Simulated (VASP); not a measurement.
Runs of VASP 6.6.1 on HfB. The structure is that of space group Fm-3m (No. 225), or close to it. The cells are those of the table. 

```csv
task,cell,k mesh,gap on the mesh (eV),pressure (GPa),relaxed volume (Å³/atom)
relaxation of cell and atoms,"relaxed from a = 3.267 Å, angles 60.0°, 2 atoms",8 × 8 × 8,none,0.0,13.46
single point,"a = 3.357 Å, angles 60.0°, 2 atoms",7 × 7 × 7,none,(a),-
single point,"a = 3.358 Å, angles 60.0°, 2 atoms",8 × 8 × 8,none,1.0,-
relaxation of cell and atoms,"relaxed from a = 3.358 Å, angles 60.0°, 2 atoms",7 × 7 × 7,none,0.0,13.45
```

Alike in all rows: level LDA; potentials or basis VASP PAW LDA potentials, release 64 (Hf_pv, B); no spin polarisation; cutoff (eV) 500; smearing methfessel-paxton 0.1 eV.

**Question.** Estimate the missing entries.

**Answer.** (a) 1.1.

Caveats: spin-orbit coupling is left out, which moves the levels of the heavy elements; an odd number of electrons without spin polarisation forces a metal; a magnetic or distorted state may lie lower.

A k mesh can miss the band edges, and the runs leave out spin-orbit coupling on Hf.

A gap of «none» marks levels without a gap at the run's occupations.
